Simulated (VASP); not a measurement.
# Ir (I4/mmm) in VASP: a series of runs

Ir is run at these levels: LDA; tasks: single point.

All numbers are computed with VASP 6.6.1; they aren't measurements. Logs are shortened: lines on timing, memory, paths and dates and some standing lists are left out, and cuts for length are marked.

### Step 1. The cell of the first run

It takes space group I4/mmm (No. 139, tetragonal). The conventional cell has a = 2.937 Å, b = 2.937 Å, c = 3.294 Å, α = 90.00°, β = 90.00°, γ = 90.00°. Within 3.5 Å of Ir (site symmetry 4/mmm) lie 14 Ir at 2.65 to 3.29 Å.

### Step 2. Single point, LDA (14.20 Å³/atom)

Contents of INCAR:

```
ALGO     = Normal         # electronic algorithm
EDIFF    = 1E-7           # SCF threshold, eV
ENCUT    = 520            # plane-wave cutoff, eV
GGA      = CA             # functional
ISIF     = 2              # what is computed and relaxed
ISMEAR   = 0              # smearing method
LASPH    = T              # aspherical terms in the spheres
LCHARG   = F              # write CHGCAR
LREAL    = F              # projectors in reciprocal space
LWAVE    = F              # write WAVECAR
NBANDS   = 10             # bands
NELM     = 100            # most SCF steps
PREC     = Accurate       # precision mode
SIGMA    = 0.15           # smearing width, eV
```

Contents of KPOINTS:

```
k-points
0
Gamma
  22 22 22
```

Contents of POSCAR:

```
Ir
1.0
    0.0000000000      2.0765034363      1.6470825257
    2.0765034363      0.0000000000      1.6470825257
    2.0765034363      2.0765034363      0.0000000000
Ir
1
Direct
    0.0000000000      0.0000000000      0.0000000000
```

Potentials or basis: VASP PAW LDA potentials, release 64 (Ir).

Started as:

```console
$ cat potpaw_LDA.64/Ir/POTCAR > POTCAR
$ mpirun -np 1 vasp_std > vasp.out
```

OUTCAR:

```text
EDIFF = 1E-7
   ENCUT = 520
   GGA = CA
   ISIF = 2
   ISMEAR = 0
   LASPH = T
   LREAL = F
   NELM = 100
   PREC = Accurate

 ion  position               nearest neighbor table
   1  0.000  0.000  0.000-

  LATTYP: Found a body centered tetragonal cell.
 ALAT       =     2.9366193219
 C/A-ratio  =     1.1217541977

  Lattice vectors:

 A1 = (   0.0000000000,  -2.0765034363,  -1.6470825257)
 A2 = (   0.0000000000,   2.0765034363,  -1.6470825257)
 A3 = (   2.0765034363,   0.0000000000,   1.6470825257)

Analysis of symmetry for initial positions (statically):
=====================================================================
 Subroutine PRICEL returns:
 Original cell was already a primitive cell.

 Routine SETGRP: Setting up the symmetry group for a
 body centered tetragonal supercell.

 Subroutine GETGRP returns: Found 16 space group operations
 (whereof 16 operations were pure point group operations)
 out of a pool of 16 trial point group operations.

The static configuration has the point symmetry D_4h.

Analysis of symmetry for dynamics (positions and initial velocities):
=====================================================================
 Subroutine PRICEL returns:
 Original cell was already a primitive cell.

 Routine SETGRP: Setting up the symmetry group for a
 body centered tetragonal supercell.

 Subroutine GETGRP returns: Found 16 space group operations
 (whereof 16 operations were pure point group operations)
 out of a pool of 16 trial point group operations.

The dynamic configuration has the point symmetry D_4h.

 Subroutine INISYM returns: Found 16 space group operations
 (whereof 16 operations are pure point group operations),
 and found     1 'primitive' translations

----------------------------------------------------------------------------------------

                                     Primitive cell

  volume of cell :      14.2040

  direct lattice vectors                    reciprocal lattice vectors
     0.000000000  2.076503436  1.647082526    -0.240789392  0.240789392  0.303567060
     2.076503436  0.000000000  1.647082526     0.240789392 -0.240789392  0.303567060
     2.076503436  2.076503436  0.000000000     0.240789392  0.240789392 -0.303567060

  length of vectors
     2.650423998  2.650423998  2.936619322     0.456192966  0.456192966  0.456192966

  position of ions in fractional coordinates (direct lattice)
     0.000000000  0.000000000  0.000000000
[... 80 lines left out ...]
   IBRION =     -1    ionic relax: 0-MD 1-quasi-New 2-CG
   NFREE  =      0    steps in history (QN), initial steepest desc. (CG)
   ISIF   =      2    stress and relaxation
   ISYM   =      2    0-nonsym 1-usesym 2-fastsym
   POTIM  = 0.5000    time-step for ionic-motion
   TEBEG  =    0.0;   TEEND  =   0.0 temperature during run
   PSTRESS=    0.0 pullay stress
   NELECT =       9.0000    total number of electrons
   NUPDOWN=      -1.0000    fix difference up-down
   EMIN   =  10.00;   EMAX   =-10.00  energy-range for DOS
   EFERMI =   0.00;   METHOD = LEGACY
   ISMEAR =     0;   SIGMA  =   0.15  broadening in eV -4-tet -1-fermi 0-gaus
   EFERMI_NEDOS =   21; number of points for ismear=-14 and -15
   IALGO  =     38    algorithm
   IMIX   =      4    mixing-type and parameters
     AMIX     =   0.40;   BMIX     =  1.00
     AMIX_MAG =   1.60;   BMIX_MAG =  1.00
  volume/ion in A,a.u.               =      14.20        95.85
  Fermi-wavevector in a.u.,A,eV,Ry     =   1.406108  2.657159 26.900631  1.977141
  Thomas-Fermi vector in A             =   2.528502
   LORBIT       =      0    0 simple, 1 ext, 2 COOP (PROOUT), +10 PAW based schemes
   GGA     = CA    functional components
   LHFCALC =     F    Hartree Fock is set to
   AEXX    =    0.0000 exact exchange contribution
   IVDW    =     0    specifies the selected vdW correction
   LEPSILON=     F    determine dielectric tensor
   LRPA    =     F    only Hartree local field effects (RPA)
 non-spin polarized calculation
 Gauss-broadening in eV      SIGMA  =   0.15
  energy-cutoff  :      520.00
  volume of cell :       14.20
 maximum number of plane-waves:       402
   NGX =  9   NGY =  9   NGZ = 11

 number of electron       9.0000001 magnetization

 Free energy of the ion-electron system (eV)
  ---------------------------------------------------
  ext. energy  EPLUGINS =         0.00000000
  ---------------------------------------------------
  free energy    TOTEN  =        -9.86644243 eV

  energy without entropy =       -9.84986596  energy(sigma->0) =       -9.85815420

 E-fermi :  10.0596     XC(G=0): -14.1074

 val. band max:       10.0593250899   @ k =  -0.4091   0.1364   0.4545
 cond. band min:      10.0598674971   @ k =  -0.0909   0.2273   0.1818
 fundamental gap:      0.0005424072
 Fermi energy:        10.0596207645

 k-point     1 :       0.0000    0.0000    0.0000
  band No.  band energies     occupation
      1      -0.8201      2.00000
      2       5.9785      2.00000
      3       5.9785      2.00000
      4       7.0830      2.00000
      5       8.3784      2.00000
      6      10.0310      1.21245
      7      25.5909      0.00000
      8      27.8542      0.00000
      9      27.8542      0.00000
     10      36.3858      0.00000
[... 287 lines left out ...]
 k-point    24 :      -0.4545    0.0455    0.0000
  band No.  band energies     occupation
      1       2.2979      2.00000
      2       4.9539      2.00000
      3       7.9152      2.00000
      4       9.0850      2.00000
      5      10.7928      0.00000
      6      11.8481      0.00000
      7      18.2369      0.00000
      8      23.7967      0.00000
      9      28.2660      0.00000
     10      33.0254      0.00000

 [... further k-points ...]

------------------------ aborting loop because EDIFF is reached ----------------------------------------

  FORCE on cell =-STRESS in cart. coord.  units (eV):
  Direction    XX          YY          ZZ          XY          YZ          ZX
  --------------------------------------------------------------------------------------
  -------------------------------------------------------------------------------------
  Total       -1.3676592     -1.3676592      3.0659321      0.0000000      0.0000000     -0.0000000
  in kB     -154.2686911   -154.2686911    345.8298340      0.0000000      0.0000000     -0.0000000
  external PRESSURE =      12.4308173 kB  Pullay stress =       0.0000000 kB

 VOLUME and BASIS-vectors are now :
 -----------------------------------------------------------------------------
  energy-cutoff  :      520.00
  volume of cell :       14.20
      direct lattice vectors                 reciprocal lattice vectors
     0.000000000  2.076503436  1.647082526    -0.240789392  0.240789392  0.303567060
     2.076503436  0.000000000  1.647082526     0.240789392 -0.240789392  0.303567060
     2.076503436  2.076503436  0.000000000     0.240789392  0.240789392 -0.303567060

 POSITION                                       TOTAL-FORCE (eV/Angst)
 -----------------------------------------------------------------------------------
      0.00000      0.00000      0.00000         0.000000      0.000000     -0.000000
 -----------------------------------------------------------------------------------
    total drift:                                0.000000     -0.000000     -0.000000

  FREE ENERGIE OF THE ION-ELECTRON SYSTEM (eV)
  ---------------------------------------------------
  free  energy   TOTEN  =        -9.8664424317 eV

  energy  without entropy=       -9.8498659587  energy(sigma->0) =       -9.85815420
```

It took 40 s on 1 thread of AMD EPYC 9R45 (Zen 5), shared host; peak memory 0.2 GiB.

What came out:

| Property | Result |
| --- | --- |
| Free energy | -9.8664 eV |
| Pressure | 1.2 GPa |
| Band gap on the k mesh | zero (an odd number of electrons rules out a gap without spin polarisation) |

Caveat: spin-orbit coupling is left out, which moves the levels of the heavy elements.

### Step 3. Single point, LDA (14.20 Å³/atom)

Contents of INCAR:

```
SYSTEM = Ir
PREC     = Accurate       ! precision mode
ENCUT    = 520            ! plane-wave cutoff, eV
EDIFF    = 1E-7           ! SCF threshold, eV
ISMEAR   = 0              ! smearing method
SIGMA    = 0.15           ! smearing width, eV
LREAL    = .False.        ! projectors in reciprocal space
LASPH    = .True.         ! aspherical terms in the spheres
NELM     = 80             ! most SCF steps
ALGO     = Normal         ! electronic algorithm
ISIF     = 2              ! what is computed and relaxed
LWAVE    = .False.        ! write WAVECAR
LCHARG   = .True.         ! write CHGCAR
LELF     = .True.         ! ELF
LVHAR    = .True.       
NBANDS   = 10             ! bands
```

Contents of KPOINTS:

```
regular mesh
0
Gamma
  22 22 22
  0 0 0
```

Contents of POSCAR:

```
Ir
1.0
    0.0000000000      1.9722871026      1.8257461709
    1.9722871026      0.0000000000      1.8257461709
    1.9722871026      1.9722871026      0.0000000000
Ir
1
Direct
    0.0000000000      0.0000000000      0.0000000000
```

Potentials or basis: VASP PAW LDA potentials, release 64 (Ir).

Started as:

```console
$ cat potpaw_LDA.64/Ir/POTCAR > POTCAR
$ mpirun -np 1 vasp_std > vasp.out
```

OUTCAR:

```text
SYSTEM = Ir
   PREC = Accurate
   ENCUT = 520
   EDIFF = 1E-7
   ISMEAR = 0
   LREAL = .False.
   LASPH = .True.
   NELM = 80
   ISIF = 2

 ion  position               nearest neighbor table
   1  0.000  0.000  0.000-

  LATTYP: Found a body centered tetragonal cell.
 ALAT       =     2.7892351694
 C/A-ratio  =     1.3091374947

  Lattice vectors:

 A1 = (   0.0000000000,  -1.9722871026,  -1.8257461709)
 A2 = (   0.0000000000,   1.9722871026,  -1.8257461709)
 A3 = (   1.9722871026,   0.0000000000,   1.8257461709)

Analysis of symmetry for initial positions (statically):
=====================================================================
 Subroutine PRICEL returns:
 Original cell was already a primitive cell.

 Routine SETGRP: Setting up the symmetry group for a
 body centered tetragonal supercell.

 Subroutine GETGRP returns: Found 16 space group operations
 (whereof 16 operations were pure point group operations)
 out of a pool of 16 trial point group operations.

The static configuration has the point symmetry D_4h.

Analysis of symmetry for dynamics (positions and initial velocities):
=====================================================================
 Subroutine PRICEL returns:
 Original cell was already a primitive cell.

 Routine SETGRP: Setting up the symmetry group for a
 body centered tetragonal supercell.

 Subroutine GETGRP returns: Found 16 space group operations
 (whereof 16 operations were pure point group operations)
 out of a pool of 16 trial point group operations.

The dynamic configuration has the point symmetry D_4h.

 Subroutine INISYM returns: Found 16 space group operations
 (whereof 16 operations are pure point group operations),
 and found     1 'primitive' translations

----------------------------------------------------------------------------------------

                                     Primitive cell

  volume of cell :      14.2040

  direct lattice vectors                    reciprocal lattice vectors
     0.000000000  1.972287103  1.825746171    -0.253512787  0.253512787  0.273860632
     1.972287103  0.000000000  1.825746171     0.253512787 -0.253512787  0.273860632
     1.972287103  1.972287103  0.000000000     0.253512787  0.253512787 -0.273860632

  length of vectors
     2.687613346  2.687613346  2.789235169     0.451150875  0.451150875  0.451150875

  position of ions in fractional coordinates (direct lattice)
     0.000000000  0.000000000  0.000000000

  ion indices of the primitive-cell ions
   primitive index   ion index
                 1           1

----------------------------------------------------------------------------------------

 KPOINTS: regular mesh

Automatic generation of k-mesh.
 Grid dimensions read from file:
 generate k-points for:   22   22   22

 Generating k-lattice:

  Cartesian coordinates                     Fractional coordinates (reciprocal lattice)
    -0.011523308  0.011523308  0.012448211     0.045454545  0.000000000  0.000000000
     0.011523308 -0.011523308  0.012448211     0.000000000  0.045454545  0.000000000
     0.011523308  0.011523308 -0.012448211     0.000000000  0.000000000  0.045454545

  Length of vectors
     0.020506858  0.020506858  0.020506858

  Shift w.r.t. Gamma in fractional coordinates (k-lattice)
     0.000000000  0.000000000  0.000000000

 Subroutine IBZKPT returns following result:
 ===========================================

 Found    834 irreducible k-points:

 Following reciprocal coordinates:
            Coordinates               Weight
  0.000000  0.000000  0.000000      1.000000
  0.045455  0.000000  0.000000      8.000000
  0.090909  0.000000  0.000000      8.000000
  0.136364  0.000000  0.000000      8.000000
  0.181818  0.000000  0.000000      8.000000
  0.227273  0.000000  0.000000      8.000000
[... 16 lines left out ...]
  0.500000  0.045455  0.000000      8.000000
 -0.454545  0.045455  0.000000      8.000000
 [... further k-points ...]
   k-points           NKPTS =    834   k-points in BZ     NKDIM =    834   number of bands    NBANDS=     10
   number of dos      NEDOS =    301   number of ions     NIONS =      1
   total plane-waves  NPLWV =   9600
   dimension x,y,z NGX =    20 NGY =   20 NGZ =   24
   dimension x,y,z NGXF=    40 NGYF=   40 NGZF=   48
   ions per type =               1
   NGX,Y,Z   is equivalent  to a cutoff of  12.37, 12.37, 14.30 a.u.
   NGXF,Y,Z  is equivalent  to a cutoff of  24.74, 24.74, 28.61 a.u.
 SYSTEM =  Ir
   PREC   = accura    normal or accurate (medium, high low for compatibility)
   ISTART =      0    job   : 0-new  1-cont  2-samecut
   ICHARG =      2    charge: 1-file 2-atom 10-const
   ISPIN  =      1    spin polarized calculation?
   LNONCOLLINEAR =      F non collinear calculations
   LSORBIT =      F    spin-orbit coupling
   LASPH  =      T    aspherical Exc in radial PAW
   ENCUT  =  520.0 eV  38.22 Ry    6.18 a.u.   5.00  5.00  5.19*2*pi/ulx,y,z
   NELM   =     80;   NELMIN=  2; NELMDL= -5     # of ELM steps
   EDIFF  = 0.1E-06   stopping-criterion for ELM
   LREAL  =      F    real-space projection
   EDIFFG = 0.1E-05   stopping-criterion for IOM
   NSW    =      0    number of steps for IOM
   IBRION =     -1    ionic relax: 0-MD 1-quasi-New 2-CG
   NFREE  =      0    steps in history (QN), initial steepest desc. (CG)
   ISIF   =      2    stress and relaxation
   ISYM   =      2    0-nonsym 1-usesym 2-fastsym
   POTIM  = 0.5000    time-step for ionic-motion
   TEBEG  =    0.0;   TEEND  =   0.0 temperature during run
   PSTRESS=    0.0 pullay stress
   NELECT =       9.0000    total number of electrons
   NUPDOWN=      -1.0000    fix difference up-down
   EMIN   =  10.00;   EMAX   =-10.00  energy-range for DOS
   EFERMI =   0.00;   METHOD = LEGACY
   ISMEAR =     0;   SIGMA  =   0.15  broadening in eV -4-tet -1-fermi 0-gaus
   EFERMI_NEDOS =   21; number of points for ismear=-14 and -15
   IALGO  =     38    algorithm
   IMIX   =      4    mixing-type and parameters
     AMIX     =   0.40;   BMIX     =  1.00
     AMIX_MAG =   1.60;   BMIX_MAG =  1.00
  volume/ion in A,a.u.               =      14.20        95.85
  Fermi-wavevector in a.u.,A,eV,Ry     =   1.406108  2.657159 26.900631  1.977141
  Thomas-Fermi vector in A             =   2.528502
   LORBIT       =      0    0 simple, 1 ext, 2 COOP (PROOUT), +10 PAW based schemes
   GGA     = CA    functional components
   LHFCALC =     F    Hartree Fock is set to
   AEXX    =    0.0000 exact exchange contribution
   IVDW    =     0    specifies the selected vdW correction
   LEPSILON=     F    determine dielectric tensor
   LRPA    =     F    only Hartree local field effects (RPA)
 non-spin polarized calculation
 Gauss-broadening in eV      SIGMA  =   0.15
  energy-cutoff  :      520.00
  volume of cell :       14.20
 maximum number of plane-waves:       404
   NGX =  9   NGY =  9   NGZ = 11

 number of electron       9.0000000 magnetization

 Free energy of the ion-electron system (eV)
  ---------------------------------------------------
  ext. energy  EPLUGINS =         0.00000000
  ---------------------------------------------------
  free energy    TOTEN  =       -10.25906996 eV

  energy without entropy =      -10.24698677  energy(sigma->0) =      -10.25302836

 E-fermi :  10.1965     XC(G=0): -14.1151

 val. band max:       10.1962155633   @ k =   0.3636   0.0000   0.2727
 cond. band min:      10.1990458271   @ k =  -0.1364   0.4091   0.3636
 fundamental gap:      0.0028302639
 Fermi energy:        10.1964990649

 k-point     1 :       0.0000    0.0000    0.0000
  band No.  band energies     occupation
      1      -0.8224      2.00000
      2       6.0782      2.00000
      3       6.0782      2.00000
      4       7.0210      2.00000
      5       8.3834      2.00000
      6       9.6319      2.00000
      7      24.7003      0.00000
      8      29.3066      0.00000
      9      29.3066      0.00000
     10      31.8758      0.00000
[... 287 lines left out ...]
 k-point    24 :      -0.4545    0.0455    0.0000
  band No.  band energies     occupation
      1       2.2547      2.00000
      2       5.8198      2.00000
      3       6.7366      2.00000
      4       8.9960      2.00000
      5      11.2731      0.00000
      6      11.2783      0.00000
      7      17.7457      0.00000
      8      24.2696      0.00000
      9      29.5088      0.00000
     10      30.5609      0.00000

 [... further k-points ...]

------------------------ aborting loop because EDIFF is reached ----------------------------------------

  FORCE on cell =-STRESS in cart. coord.  units (eV):
  Direction    XX          YY          ZZ          XY          YZ          ZX
  --------------------------------------------------------------------------------------
  -------------------------------------------------------------------------------------
  Total       -1.3374181     -1.3374181      1.0204064      0.0000000      0.0000000      0.0000000
  in kB     -150.8575727   -150.8575727    115.0994129      0.0000000      0.0000000      0.0000000
  external PRESSURE =     -62.2052442 kB  Pullay stress =       0.0000000 kB

 VOLUME and BASIS-vectors are now :
 -----------------------------------------------------------------------------
  energy-cutoff  :      520.00
  volume of cell :       14.20
      direct lattice vectors                 reciprocal lattice vectors
     0.000000000  1.972287103  1.825746171    -0.253512787  0.253512787  0.273860632
     1.972287103  0.000000000  1.825746171     0.253512787 -0.253512787  0.273860632
     1.972287103  1.972287103  0.000000000     0.253512787  0.253512787 -0.273860632

 POSITION                                       TOTAL-FORCE (eV/Angst)
 -----------------------------------------------------------------------------------
      0.00000      0.00000      0.00000         0.000000      0.000000      0.000000
 -----------------------------------------------------------------------------------
    total drift:                               -0.000000      0.000000     -0.000000

  FREE ENERGIE OF THE ION-ELECTRON SYSTEM (eV)
  ---------------------------------------------------
  free  energy   TOTEN  =       -10.2590699583 eV

  energy  without entropy=      -10.2469867716  energy(sigma->0) =      -10.25302836
```

It took 43 s on 1 thread of AMD EPYC 9R45 (Zen 5), shared host; peak memory 0.2 GiB.

What came out:

- Free energy: -10.2591 eV
- Pressure: -6.2 GPa
- Band gap on the k mesh: zero (an odd number of electrons rules out a gap without spin polarisation)

Levels at points of the mesh, in eV from the Fermi level:
```tsv
k point	band 2	band 3	band 4	band 5	band 6	band 7
(0.00, 0.00, 0.00)	-4.12	-4.12	-3.18	-1.81	-0.56	14.50
(0.50, 0.00, 0.00)	-4.46	-3.36	-0.64	0.62	1.24	7.32
(0.50, 0.50, 0.00)	-7.34	0.88	1.54	1.54	2.92	10.80
(0.50, 0.00, 0.50)	-7.19	0.85	1.00	1.26	1.90	9.85
```

Caveat: the cell stands under tension; spin-orbit coupling is left out, which moves the levels of the heavy elements.

(Continued in part 2 of 2.)
